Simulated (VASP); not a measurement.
A run of VASP 6.6.1:

The input INCAR:

```
SYSTEM = Ti2RuC3
PREC = Accurate
ENCUT = 520
EDIFF = 1E-6
ISMEAR = 0
SIGMA = 0.1
LREAL = .FALSE.
LASPH = .TRUE.
NELM = 150
ALGO = Normal
ISIF = 2
LWAVE = .FALSE.
LCHARG = .FALSE.
ISPIN = 2
MAGMOM = 1 1 1 0 0 0
LORBIT = 11
LMAXMIX = 4
GGA = PE
NBANDS = 38
```

Contents of KPOINTS:

```
Automatic mesh
0
G
  6 6 6
  0 0 0
```

The input POSCAR:

```
Ti2RuC3
1.0
   -1.5444637458      2.1698960951      4.4881993694
    1.5444637458     -2.1698960951      4.4881993694
    1.5444637458      2.1698960951     -4.4881993694
Ti Ru C
2 1 3
Direct
    0.3321087138      0.3321087138      0.0000000000
    0.6678912862      0.6678912862      0.0000000000
    0.0000000000      0.0000000000      0.0000000000
    0.1690888807      0.6690888807      0.5000000000
    0.8309111193      0.3309111193      0.5000000000
    0.5000000000      0.0000000000      0.5000000000
```

Potentials or basis: VASP PAW PBE potentials, release 64 (Ti_sv, Ru_pv, C).

The run is started by

```console
$ cat potpaw_PBE.64/Ti_sv/POTCAR potpaw_PBE.64/Ru_pv/POTCAR potpaw_PBE.64/C/POTCAR > POTCAR
$ mpirun -np 1 vasp_std > vasp.out
```

Hardware: 1 thread of Intel(R) Xeon(R) 6975P-C (Granite Rapids) (shared host).

How long does it take, and how much memory?

It took 2.8 min on 1 thread of Intel(R) Xeon(R) 6975P-C (Granite Rapids), with other jobs on the host, peak memory 0.38 GiB. Counts: scf iterations 16, k points 46.
